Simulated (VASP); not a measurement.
# CaPb4 (I4_1/amd) in VASP: single point with r2SCAN

Aim: the single point of CaPb4 with r2SCAN.

Program: VASP 6.6.1. These are calculated values, not measurements. Logs are shortened: lines on timing, memory, paths and dates and some standing lists are left out, and cuts for length are marked.

### 1 The cell of the first run

It takes space group I4_1/amd (No. 141, tetragonal). Conventional cell: a = 8.785 Å, b = 8.785 Å, c = 7.728 Å, α = 90.00°, β = 90.00°, γ = 90.00°. Within 3.8 Å of Pb (site symmetry m) lie 2 Ca at 2.81 to 3.00 Å and 8 Pb at 3.28 to 3.74 Å. Within 3.7 Å of Ca (site symmetry -4m2) lie 8 Pb at 2.81 to 3.00 Å.

### 2 Single point, r2SCAN

Contents of POSCAR:

```
CaPb4
1.0
   -4.3923570000      4.3923570000      3.8638870000
    4.3923570000     -4.3923570000      3.8638870000
    4.3923570000      4.3923570000     -3.8638870000
Pb Ca
8 2
Direct
    0.3625000000      0.7992000000      0.5633000000
    0.7992000000      0.7359000000      0.4367000000
    0.7359000000      0.7992000000      0.9367000000
    0.7992000000      0.3625000000      0.0633000000
    0.6375000000      0.2008000000      0.4367000000
    0.2008000000      0.6375000000      0.9367000000
    0.2641000000      0.2008000000      0.0633000000
    0.2008000000      0.2641000000      0.5633000000
    0.8750000000      0.1250000000      0.7500000000
    0.1250000000      0.8750000000      0.2500000000
```

Contents of INCAR.step1:

```
PREC = Accurate ; ENCUT = 520
ISMEAR = 0 ; SIGMA = 0.2724
LREAL = False ; LASPH = True
NELM = 60 ; NBANDS = 77
GGA = PE ; ALGO = Normal
EDIFF = 1E-4 ; LWAVE = True
LCHARG = False
```

Contents of INCAR.step2:

```
PREC = Accurate ; ENCUT = 520
EDIFF = 1E-6 ; ISMEAR = 0
SIGMA = 0.2724 ; LREAL = False
LASPH = True ; NELM = 60
ALGO = Normal ; ISIF = 2
LWAVE = False ; LCHARG = True
METAGGA = R2SCAN ; LMIXTAU = True
LELF = True ; LVHAR = True
NBANDS = 77 ; ISTART = 1
```

Contents of KPOINTS:

```
Automatic mesh
0
Gamma
  4 4 4
```

Potentials or basis: VASP PAW PBE potentials, release 64 (Pb_d, Ca_sv).

On the command line:

```console
cat potpaw_PBE.64/Pb_d/POTCAR potpaw_PBE.64/Ca_sv/POTCAR > POTCAR
cp INCAR.step1 INCAR
mpirun -np 1 vasp_std > vasp.out
cp INCAR.step2 INCAR
mpirun -np 1 vasp_std > vasp.out
```

OUTCAR:

```text
PREC = Accurate
   ENCUT = 520
   EDIFF = 1E-6
   ISMEAR = 0
   LREAL = False
   LASPH = True
   NELM = 60
   ISIF = 2
   METAGGA = R2SCAN
   ISTART = 1

 ion  position               nearest neighbor table
   1  0.362  0.799  0.563-  10 2.81   9 3.00   3 3.28   5 3.30   6 3.55   8 3.55   4 3.74   4 3.74
                             2 3.74   2 3.74   6 4.06   8 4.06
   2  0.799  0.736  0.437-   9 2.81  10 3.00   4 3.28   8 3.30   5 3.55   7 3.55   3 3.74   3 3.74
                             1 3.74   1 3.74   5 4.06   7 4.06
   3  0.736  0.799  0.937-  10 2.81   9 3.00   1 3.28   7 3.30   6 3.55   8 3.55   2 3.74   2 3.74
                             4 3.74   4 3.74   6 4.06   8 4.06
   4  0.799  0.362  0.063-   9 2.81  10 3.00   2 3.28   6 3.30   5 3.55   7 3.55   1 3.74   1 3.74
                             3 3.74   3 3.74   5 4.06   7 4.06
   5  0.638  0.201  0.437-   9 2.81  10 3.00   7 3.28   1 3.30   4 3.55   2 3.55   6 3.74   6 3.74
                             8 3.74   8 3.74   4 4.06   2 4.06
   6  0.201  0.638  0.937-  10 2.81   9 3.00   8 3.28   4 3.30   3 3.55   1 3.55   5 3.74   5 3.74
                             7 3.74   7 3.74   1 4.06   3 4.06
   7  0.264  0.201  0.063-   9 2.81  10 3.00   5 3.28   3 3.30   2 3.55   4 3.55   8 3.74   8 3.74
                             6 3.74   6 3.74   2 4.06   4 4.06
   8  0.201  0.264  0.563-  10 2.81   9 3.00   6 3.28   2 3.30   3 3.55   1 3.55   7 3.74   7 3.74
                             5 3.74   5 3.74   3 4.06   1 4.06
   9  0.875  0.125  0.750-   4 2.81   5 2.81   2 2.81   7 2.81   3 3.00   6 3.00   8 3.00   1 3.00

  10  0.125  0.875  0.250-   1 2.81   6 2.81   3 2.81   8 2.81   2 3.00   7 3.00   5 3.00   4 3.00

  LATTYP: Found a body centered tetragonal cell.
 ALAT       =     8.7847140000
 C/A-ratio  =     0.8796841878

  Lattice vectors:

 A1 = (  -4.3923570000,   4.3923570000,   3.8638870000)
 A2 = (   4.3923570000,  -4.3923570000,   3.8638870000)
 A3 = (   4.3923570000,   4.3923570000,  -3.8638870000)

Analysis of symmetry for initial positions (statically):
=====================================================================
 Subroutine PRICEL returns:
 Original cell was already a primitive cell.

 Routine SETGRP: Setting up the symmetry group for a
 body centered tetragonal supercell.

 Subroutine GETGRP returns: Found 16 space group operations
 (whereof  4 operations were pure point group operations)
 out of a pool of 16 trial point group operations.

The static configuration has the point symmetry C_2h.
 The point group associated with its full space group is D_4h.

Analysis of symmetry for dynamics (positions and initial velocities):
=====================================================================
 Subroutine PRICEL returns:
 Original cell was already a primitive cell.

 Routine SETGRP: Setting up the symmetry group for a
 body centered tetragonal supercell.

 Subroutine GETGRP returns: Found 16 space group operations
 (whereof  4 operations were pure point group operations)
 out of a pool of 16 trial point group operations.

The dynamic configuration has the point symmetry C_2h.
 The point group associated with its full space group is D_4h.

 Subroutine INISYM returns: Found 16 space group operations
 (whereof  4 operations are pure point group operations),
 and found     1 'primitive' translations

----------------------------------------------------------------------------------------

                                     Primitive cell

  volume of cell :     298.1808

  direct lattice vectors                    reciprocal lattice vectors
    -4.392357000  4.392357000  3.863887000     0.000000000  0.113834099  0.129403370
     4.392357000 -4.392357000  3.863887000     0.113834099  0.000000000  0.129403370
     4.392357000  4.392357000 -3.863887000     0.113834099  0.113834099  0.000000000

  length of vectors
     7.315409953  7.315409953  7.315409953     0.172346843  0.172346843  0.160985726

  position of ions in fractional coordinates (direct lattice)
     0.362500000  0.799200000  0.563300000
     0.799200000  0.735900000  0.436700000
     0.735900000  0.799200000  0.936700000
     0.799200000  0.362500000  0.063300000
     0.637500000  0.200800000  0.436700000
     0.200800000  0.637500000  0.936700000
     0.264100000  0.200800000  0.063300000
     0.200800000  0.264100000  0.563300000
     0.875000000  0.125000000  0.750000000
     0.125000000  0.875000000  0.250000000

  ion indices of the primitive-cell ions
[... 25 lines left out ...]
     0.028458525  0.028458525  0.000000000     0.000000000  0.000000000  0.250000000

  Length of vectors
     0.043086711  0.043086711  0.040246432

  Shift w.r.t. Gamma in fractional coordinates (k-lattice)
     0.000000000  0.000000000  0.000000000

 Subroutine IBZKPT returns following result:
 ===========================================

 Found     13 irreducible k-points:

 Following reciprocal coordinates:
            Coordinates               Weight
  0.000000  0.000000  0.000000      1.000000
  0.250000  0.000000  0.000000      8.000000
  0.500000  0.000000  0.000000      4.000000
  0.250000  0.250000  0.000000      8.000000
  0.500000  0.250000 -0.000000     16.000000
 -0.250000  0.250000  0.000000      4.000000
  0.500000  0.500000  0.000000      2.000000
  0.250000  0.250000  0.250000      2.000000
 -0.250000  0.250000  0.250000      4.000000
  0.500000  0.500000  0.250000      4.000000
 -0.250000  0.500000  0.250000      8.000000
 -0.250000 -0.250000  0.250000      2.000000
  0.500000  0.500000  0.500000      1.000000
   k-points           NKPTS =     13   k-points in BZ     NKDIM =     13   number of bands    NBANDS=     77
   number of dos      NEDOS =    301   number of ions     NIONS =     10
   total plane-waves  NPLWV = 157464
   dimension x,y,z NGX =    54 NGY =   54 NGZ =   54
   dimension x,y,z NGXF=   108 NGYF=  108 NGZF=  108
   ions per type =               8   2
   NGX,Y,Z   is equivalent  to a cutoff of  12.27, 12.27, 12.27 a.u.
   NGXF,Y,Z  is equivalent  to a cutoff of  24.54, 24.54, 24.54 a.u.
 SYSTEM =  unknown system
   PREC   = accura    normal or accurate (medium, high low for compatibility)
   ISTART =      1    job   : 0-new  1-cont  2-samecut
   ICHARG =      0    charge: 1-file 2-atom 10-const
   ISPIN  =      1    spin polarized calculation?
   LNONCOLLINEAR =      F non collinear calculations
   LSORBIT =      F    spin-orbit coupling
   LASPH  =      T    aspherical Exc in radial PAW
   ENCUT  =  520.0 eV  38.22 Ry    6.18 a.u.  13.60 13.60 13.60*2*pi/ulx,y,z
   NELM   =     60;   NELMIN=  2; NELMDL=  0     # of ELM steps
   EDIFF  = 0.1E-05   stopping-criterion for ELM
   LREAL  =      F    real-space projection
   EDIFFG = 0.1E-04   stopping-criterion for IOM
   NSW    =      0    number of steps for IOM
   IBRION =     -1    ionic relax: 0-MD 1-quasi-New 2-CG
   NFREE  =      0    steps in history (QN), initial steepest desc. (CG)
   ISIF   =      2    stress and relaxation
   ISYM   =      2    0-nonsym 1-usesym 2-fastsym
   POTIM  = 0.5000    time-step for ionic-motion
   TEBEG  =    0.0;   TEEND  =   0.0 temperature during run
   PSTRESS=    0.0 pullay stress
   NELECT =     132.0000    total number of electrons
   NUPDOWN=      -1.0000    fix difference up-down
   EMIN   =  10.00;   EMAX   =-10.00  energy-range for DOS
   EFERMI =   0.00;   METHOD = LEGACY
   ISMEAR =     0;   SIGMA  =   0.27  broadening in eV -4-tet -1-fermi 0-gaus
   EFERMI_NEDOS =   21; number of points for ismear=-14 and -15
   IALGO  =     38    algorithm
   IMIX   =      4    mixing-type and parameters
     AMIX     =   0.40;   BMIX     =  1.00
     AMIX_MAG =   1.60;   BMIX_MAG =  1.00
  volume/ion in A,a.u.               =      29.82       201.22
  Fermi-wavevector in a.u.,A,eV,Ry     =   1.247689  2.357790 21.180559  1.556727
  Thomas-Fermi vector in A             =   2.381809
   LORBIT       =      0    0 simple, 1 ext, 2 COOP (PROOUT), +10 PAW based schemes
   METAGGA = R2SCAN    functional components
   LHFCALC =     F    Hartree Fock is set to
   AEXX    =    0.0000 exact exchange contribution
   IVDW    =     0    specifies the selected vdW correction
   LEPSILON=     F    determine dielectric tensor
   LRPA    =     F    only Hartree local field effects (RPA)
 non-spin polarized calculation
 Gauss-broadening in eV      SIGMA  =   0.27
  energy-cutoff  :      520.00
  volume of cell :      298.18
 maximum number of plane-waves:      8083
   NGX = 27   NGY = 27   NGZ = 27

 number of electron     132.0000012 magnetization

 Free energy of the ion-electron system (eV)
  ---------------------------------------------------
  ext. energy  EPLUGINS =         0.00000000
  ---------------------------------------------------
  free energy    TOTEN  =      -461.33716958 eV

  energy without entropy =     -461.07670396  energy(sigma->0) =     -461.20693677

 E-fermi :   6.4192     XC(G=0): -10.5583

 val. band max:        6.3936289491   @ k =   0.2500   0.2500   0.0000
 cond. band min:       6.4222427367   @ k =  -0.2500   0.5000   0.2500
 fundamental gap:      0.0286137876
 Fermi energy:         6.4191877731

 k-point     1 :       0.0000    0.0000    0.0000
  band No.  band energies     occupation
      1     -36.0871      2.00000
      2     -36.0857      2.00000
      3     -16.5146      2.00000
      4     -16.5146      2.00000
      5     -16.5072      2.00000
      6     -16.5072      2.00000
[... 1029 lines left out ...]
     76       8.3684      0.00000
     77       8.5328      0.00000

------------------------ aborting loop because EDIFF is reached ----------------------------------------

  FORCE on cell =-STRESS in cart. coord.  units (eV):
  Direction    XX          YY          ZZ          XY          YZ          ZX
  --------------------------------------------------------------------------------------
  -------------------------------------------------------------------------------------
  Total       14.0847197     14.0847197     14.2520184     -0.0000000      0.0000000      0.0000000
  in kB       75.6796507     75.6796507     76.5785759     -0.0000000      0.0000000      0.0000000
  external PRESSURE =      75.9792924 kB  Pullay stress =       0.0000000 kB

 VOLUME and BASIS-vectors are now :
 -----------------------------------------------------------------------------
  energy-cutoff  :      520.00
  volume of cell :      298.18
      direct lattice vectors                 reciprocal lattice vectors
    -4.392357000  4.392357000  3.863887000     0.000000000  0.113834099  0.129403370
     4.392357000 -4.392357000  3.863887000     0.113834099  0.000000000  0.129403370
     4.392357000  4.392357000 -3.863887000     0.113834099  0.113834099  0.000000000

 POSITION                                       TOTAL-FORCE (eV/Angst)
 -----------------------------------------------------------------------------------
      4.39236      0.55607      2.31215        -0.000000      1.244855     -1.218429
      1.64011      2.19618      4.24409        -1.244855     -0.000000     -1.218429
      4.39236      3.83628      2.31215        -0.000000     -1.244855     -1.218429
     -1.64011      2.19618      4.24409         1.244855     -0.000000     -1.218429
      0.00000      3.83628      1.55174        -0.000000     -1.244855      1.218429
      6.03246      2.19618     -0.38021        -1.244855     -0.000000      1.218429
      0.00000      0.55607      1.55174         0.000000      1.244855      1.218429
      2.75225      2.19618     -0.38021         1.244855     -0.000000      1.218429
      0.00000      6.58854      0.96597        -0.000000     -0.000000      0.000000
      4.39236     -2.19618      2.89792        -0.000000     -0.000000      0.000000
 -----------------------------------------------------------------------------------
    total drift:                                0.000000      0.000000     -0.000000

  FREE ENERGIE OF THE ION-ELECTRON SYSTEM (eV)
  ---------------------------------------------------
  free  energy   TOTEN  =      -461.3371695753 eV

  energy  without entropy=     -461.0767039604  energy(sigma->0) =     -461.20693677
```

Wall time 29 min (1 thread of Intel Xeon 8259CL, shared host); peak memory 0.56 GiB.

What came out:

| Item | Value |
| --- | --- |
| Free energy | -461.3372 eV |
| Pressure | 7.6 GPa |
| Largest force | 1.742 eV/Å |
| Band gap on the k mesh | zero (bands 66 and 67 overlap by 0.51 eV) |

Forces on the atoms (eV/Å):
```
Pb   0.000  1.245 -1.218
Pb  -1.245  0.000 -1.218
Pb   0.000 -1.245 -1.218
Pb   1.245  0.000 -1.218
Pb   0.000 -1.245  1.218
Pb  -1.245  0.000  1.218
Pb   0.000  1.245  1.218
Pb   1.245  0.000  1.218
Ca   0.000  0.000  0.000
Ca   0.000  0.000  0.000
```

Stress tensor (GPa, compression positive):
```
7.57 0.00 0.00
0.00 7.57 0.00
0.00 0.00 7.66
```

Levels at points of the mesh, in eV from the Fermi level:
```
           k point  band 64  band 65  band 66  band 67  band 68  band 69
(0.00, 0.00, 0.00)    -0.98    -0.15     0.31     0.33     0.51     1.94
(0.50, 0.00, 0.00)    -1.15    -0.96     0.02     0.15     0.16     0.31
(0.50, 0.50, 0.00)    -0.80    -0.43    -0.43     0.08     0.08     1.40
(0.50, 0.50, 0.50)    -0.64    -0.51    -0.51     0.62     0.62     0.82
```

Caveat: the cell stands under pressure; so wide a smearing shifts energies and pressures; the PAW data sets were made with another functional, which shifts forces and pressure a little; spin-orbit coupling is left out, which moves the levels of the heavy elements.

The gap in the log of VASP goes by the Fermi energy; the results here count the filled bands.